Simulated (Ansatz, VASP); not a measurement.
## Zr2H3: VASP beside Ansatz

```
Zr H
1.0
     3.59458    0.00000    0.00000
     0.00000    3.59458    0.00000
     0.00000    0.00000    5.76540
Zr H
2 3
Direct
  0.50000 0.50000 0.50000
  0.50000 0.50000 0.00000
  0.50000 0.00000 0.00000
  0.00000 0.50000 0.00000
  0.00000 0.00000 0.00000
```

Change from the starting cell: species swapped into the Zr3Cd2 type (Pmmm, No. 47).

Alike in both runs: functional PBE; k mesh 10 × 10 × 8; occupations gaussian, width 0.1 eV; no spin polarisation.

Ansatz relaxed the structure, and its values are those at the end. VASP's run is a single point on that final structure, the one shown.

```csv
,VASP,Ansatz
version,VASP 6.6.1,Ansatz 0.2.0
potentials or method,"VASP PAW PBE potentials, release 64 (Zr_sv, H), cutoff 520 eV","scalar-relativistic, plane waves, PAW"
valence electrons in the cell,27,27
```

```csv
,VASP,Ansatz,Ansatz less VASP
gap on the k mesh at the Fermi level (eV),none,none,-
pressure (GPa),-0.1,0.0,+0.04
```

A gap of «none» marks a metal or a gap that the smearing closes.
